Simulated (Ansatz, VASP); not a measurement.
# Hf3GeW in VASP and in Ansatz

```
Hf Ge W
1.0
     4.40361    0.00000    0.00000
    -2.20180    3.81364    0.00000
     0.00000    0.00000    6.61426
Hf Ge W
3 1 1
Direct
  0.66667 0.33333 0.26497
  0.66667 0.33333 0.73503
  0.00000 0.00000 0.00000
  0.00000 0.00000 0.50000
  0.33333 0.66667 0.00000
```

Change from the starting cell: species swapped into the GaFe3As type (P-6m2, No. 187).

Alike in both runs: functional PBE; k mesh 12 × 12 × 6; occupations gaussian, width 0.1 eV; no spin polarisation.

Ansatz relaxed the structure, and its values are those at the end. VASP's run is a single point on that final structure, the one shown.

```csv
,VASP,Ansatz
version,VASP 6.6.1,Ansatz 0.2.0
potentials or method,"VASP PAW PBE potentials, release 64 (Hf_pv, Ge_d, W_sv), cutoff 520 eV","scalar-relativistic, plane waves, PAW"
valence electrons in the cell,58,106
```

VASP gave:

```
gap on the k mesh at the Fermi level (eV) : none
pressure (GPa)                            : -0.4
rms of the force components (eV/Å)        : 0.008
```

Task: Which values does Ansatz return?

Result: gap on the k mesh at the Fermi level (eV): none; pressure (GPa): 0.0; rms of the force components (eV/Å): 0.000.

A gap of «none» marks a metal or a gap that the smearing closes. VASP's potentials hold 58 valence electrons a cell and Ansatz's 106, so a difference there can come from the potentials and not from the codes.

Neither program's run includes spin-orbit coupling.
